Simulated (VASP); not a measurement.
A run of VASP 6.6.1 is set up as follows.

Contents of INCAR:

```
SYSTEM = CO2
  ALGO = Normal
  EDIFF = 1E-6
  ENCUT = 520
  GGA = PE
  ISIF = 2
  ISMEAR = 0
  LASPH = .True.
  LCHARG = .True.
  LELF = .True.
  LREAL = .False.
  LVHAR = .True.
  LWAVE = .False.
  NBANDS = 44
  NELM = 60
  PREC = Accurate
  SIGMA = 0.05
```

File KPOINTS:

```
k-points
0
Gamma
  4 4 4
  0 0 0
```

POSCAR

```
CO2
1.0
    6.2208713456      0.0000000000      0.0000000000
    0.0000000000      6.2208713456      0.0000000000
    0.0000000000      0.0000000000      5.9278683052
C O
4 8
Direct
    0.0000000000      0.0000000000      0.0000000000
    0.5000000000      0.0000000000      0.5000000000
    0.5000000000      0.5000000000      0.0000000000
    0.0000000000      0.5000000000      0.5000000000
    0.1114834447      0.1114834447      0.1114834447
    0.3885165553      0.8885165553      0.6114834447
    0.6114834447      0.3885165553      0.8885165553
    0.8885165553      0.6114834447      0.3885165553
    0.8885165553      0.8885165553      0.8885165553
    0.6114834447      0.1114834447      0.3885165553
    0.3885165553      0.6114834447      0.1114834447
    0.1114834447      0.3885165553      0.6114834447
```

Potentials or basis: VASP PAW PBE potentials, release 64 (C, O).

Run with:

```sh
$ cat potpaw_PBE.64/C/POTCAR potpaw_PBE.64/O/POTCAR > POTCAR
$ mpirun -np 1 vasp_std > vasp.out
```

Problem. What does it give for the pressure?

Solution. -1.7 GPa.

Problem. Predict the band gap on the k mesh.

Solution. 6.48 eV.

Problem. What does it give for the largest force?

Solution. 0.675 eV/Å.

Stress tensor (GPa, compression positive):
```
-1.83  0.00  0.00
 0.00 -1.82  0.00
 0.00  0.00 -1.55
```

Caveat: this functional lacks dispersion, which holds the molecules together, so the pressure and a relaxed volume are unreliable. Expect the measured gap to be larger: semilocal functionals such as PBE lack the derivative discontinuity.
